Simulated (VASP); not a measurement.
Write the native input for VASP 6.6.1 that does the following.

```yaml
Task: relaxation of cell and atoms
Functional: PBE
Potentials_or_basis: VASP PAW PBE potentials, release 64 (Hf_pv, O)
Cutoff: 600 eV
k_mesh: 4 × 4 × 4
Occupations: gaussian, width 0.1 eV
Spin: no spin polarisation
Dipole_correction: no
Further_INCAR_settings: ALGO = Normal; EDIFF = 1e-06; IBRION = 2; EDIFFG = -0.04; NSW = 90; ISIF = 3
```

The structure of HfO2 lies in POSCAR:

```
HfO2
1.0
   -2.9316080195      2.9316080195      2.4414707506
    2.9316080195     -2.9316080195      2.4414707506
    2.9316080195      2.9316080195     -2.4414707506
Hf O
2 4
Direct
    0.2500000000      0.7500000000      0.5000000000
    0.7500000000      0.2500000000      0.5000000000
    0.2500000000      0.5000000000      0.7500000000
    0.5000000000      0.2500000000      0.7500000000
    0.5000000000      0.7500000000      0.2500000000
    0.7500000000      0.5000000000      0.2500000000
```

The cell was generated, and may not be a known phase.

These files were run (other wordings do the same):

INCAR

```
SYSTEM = HfO2
PREC = Accurate
ENCUT = 600
EDIFF = 1E-6
ISMEAR = 0
SIGMA = 0.1
LREAL = .FALSE.
LASPH = .TRUE.
NELM = 80
ALGO = Normal
ISIF = 3
LWAVE = .FALSE.
LCHARG = .FALSE.
GGA = PE
IBRION = 2
NSW = 90
EDIFFG = -0.04
```

KPOINTS

```
Automatic mesh
0
G
  4 4 4
  0 0 0
```

Potentials or basis: VASP PAW PBE potentials, release 64 (Hf_pv, O).

The run is started by

```bash
$ cat potpaw_PBE.64/Hf_pv/POTCAR potpaw_PBE.64/O/POTCAR > POTCAR
$ mpirun -np 1 vasp_std > vasp.out
```

It gave:

The relaxed volume is 24.36 Å³/atom. The relaxed cell is a = 5.789 Å, b = 5.789 Å, c = 5.789 Å, α = 104.93°, β = 104.93°, γ = 119.00° and the space group after relaxing (to 0.1 Å) is I4/mmm (No. 139). The energy gained by relaxing is 1374.8 meV/atom. The ionic steps are 16, the pressure after relaxing is 0.0 GPa and the largest force after relaxing is 0.039 eV/Å. The band gap on the k mesh is 2.90 eV (least direct gap 3.12 eV).

Caveat: the volume moved by over 15 % at a fixed basis, so the end points are rough; spin-orbit coupling is left out, which moves the levels of the heavy elements.

Wall time 3.3 min on 1 thread of Intel(R) Xeon(R) 6975P-C (Granite Rapids), on a shared host, peak memory 0.26 GiB.
